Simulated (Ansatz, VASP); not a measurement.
# One calculation of N, two programs

```
CELL_PARAMETERS angstrom
5.64900 0.00000 0.00000
0.00000 5.64900 0.00000
0.00000 0.00000 5.64900
ATOMIC_POSITIONS crystal
N 0.03000 0.03000 0.03000
N 0.47000 0.97000 0.53000
N 0.53000 0.47000 0.97000
N 0.97000 0.53000 0.47000
```

Alike in both runs: task relaxation of cell and atoms; functional PBE; k mesh 8 × 8 × 8; occupations gaussian, width 0.1 eV; no spin polarisation.

|  | VASP | Ansatz |
| --- | --- | --- |
| version | VASP 6.6.1 | Ansatz 0.2.0 |
| potentials or method | VASP PAW PBE potentials, release 64 (N), cutoff 600 eV | scalar-relativistic, plane waves, PAW |
| valence electrons in the cell | 20 | 20 |

```tsv
	VASP	Ansatz	Ansatz less VASP
gap on the k mesh at the Fermi level, each at its own relaxed structure (eV)	none	none	-
relaxed volume (Å³/atom)	7.68	7.68	-0.003
relaxed cell length with the largest relative difference (Å)	3.132	3.132	-0.0004
```

A gap of «none» marks a metal or a gap that the smearing closes.

Noted on VASP's run: the volume moved by over 15 % at a fixed basis, so the end points are rough.
